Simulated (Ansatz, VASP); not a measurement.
One calculation of Sc, two programs

INCAR

```
SYSTEM = Sc
PREC     = Accurate       ! precision mode
ENCUT    = 520            ! plane-wave cutoff, eV
EDIFF    = 1E-7           ! SCF threshold, eV
ISMEAR   = -1             ! smearing method
SIGMA    = 0.05           ! smearing width, eV
LREAL    = .False.        ! projectors in reciprocal space
LASPH    = .True.         ! aspherical terms in the spheres
NELM     = 80             ! most SCF steps
ALGO     = Normal         ! electronic algorithm
ISIF     = 2              ! what is computed and relaxed
LWAVE    = .False.        ! write WAVECAR
LCHARG   = .False.        ! write CHGCAR
GGA      = PE             ! functional
NBANDS   = 12             ! bands
```

The input KPOINTS:

```
regular mesh
0
Gamma
  16 16 16
  0 0 0
```

The input POSCAR:

```
Sc
1.0
   -1.4599247214      1.4599247214      1.4599247214
    1.4599247214     -1.4599247214      1.4599247214
    1.4599247214      1.4599247214     -1.4599247214
Sc
1
Direct
    0.0000000000      0.0000000000      0.0000000000
```

Input for Ansatz:

```yaml
crystal:
  lattice:
    - [-1.4599247214, 1.4599247214, 1.4599247214]
    - [1.4599247214, -1.4599247214, 1.4599247214]
    - [1.4599247214, 1.4599247214, -1.4599247214]
  atoms:
    - { symbol: Sc, position: [0.0, 0.0, 0.0] }
kpoints:
  mp_grid: { grid: [16, 16, 16] }
scf:
  occupations: { method: fermi_dirac, width: 0.05 }
hamiltonian:
  xc: pbe
  pseudopotentials: { kind: all_electron, lapw: { basis_error: 0.001 } }
output:
  forces: true
  stress: true
  eigenvalues: true
  populations: true
```

Change from the starting cell: volume scaled by 0.5, LAPW.

Alike in both runs: task single point; functional PBE; k mesh 16 × 16 × 16; occupations fermi-dirac, width 0.05 eV; no spin polarisation.

```csv
,VASP,Ansatz
version,VASP 6.6.1,Ansatz 0.2.0
potentials or method,"VASP PAW PBE potentials, release 64 (Sc_sv), cutoff 520 eV","all-electron LAPW, scalar-relativistic"
```

|  | VASP | Ansatz | Ansatz less VASP |
| --- | --- | --- | --- |
| pressure (GPa) | 97.4 | 96.2 | -1.19 |

Both programs put the cell under a high pressure, so it lies far from rest at this level. Ansatz ran all-electron here, and VASP with PAW potentials.

Noted on VASP's run: the cell as given lies far from equilibrium.
